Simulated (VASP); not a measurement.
In: single point with PBEsol

The system is In.

```
In
1.0
    -1.88253    1.88253    1.93900
     1.88253   -1.88253    1.93900
     1.88253    1.88253   -1.93900
In
1
Direct
  0.00000 0.00000 0.00000
```

This cell differs from its parent crystal: strain +0.000 along x and y, +0.030 along z.

- Program: VASP 6.6.1
- Task: single point
- Functional: PBEsol
- Potentials or basis: VASP PAW PBE potentials, release 64 (In_d)
- Cutoff: 520 eV
- k mesh: 18 × 18 × 18
- Occupations: gaussian, width 0.15 eV
- Spin: no spin polarisation

- Pressure: -2.4 GPa

Levels at points of the mesh, in eV from the Fermi level:
```tsv
k point	band 3	band 4	band 5	band 6	band 7	band 8	band 9	band 10
(0.00, 0.00, 0.00)	-14.51	-14.29	-14.27	-9.21	10.43	10.62	10.62	12.63
(0.50, 0.00, 0.00)	-14.30	-14.28	-14.12	-3.99	-3.02	5.84	7.32	9.98
(0.50, 0.50, 0.00)	-14.27	-14.27	-14.12	-3.78	-2.92	5.44	6.82	9.50
(0.50, 0.50, 0.50)	-14.16	-14.16	-14.16	0.64	0.89	1.46	1.46	5.10
```

Run time: 87 s on 1 thread of Intel Xeon 6975P-C, with other jobs on the host, peak memory 0.26 GiB.

Caveat: the cell differs from its parent crystal (strain +0.000 along x and y, +0.030 along z); the PAW data sets were made with another functional, which shifts forces and pressure a little; spin-orbit coupling is left out, which moves the levels of the heavy elements.
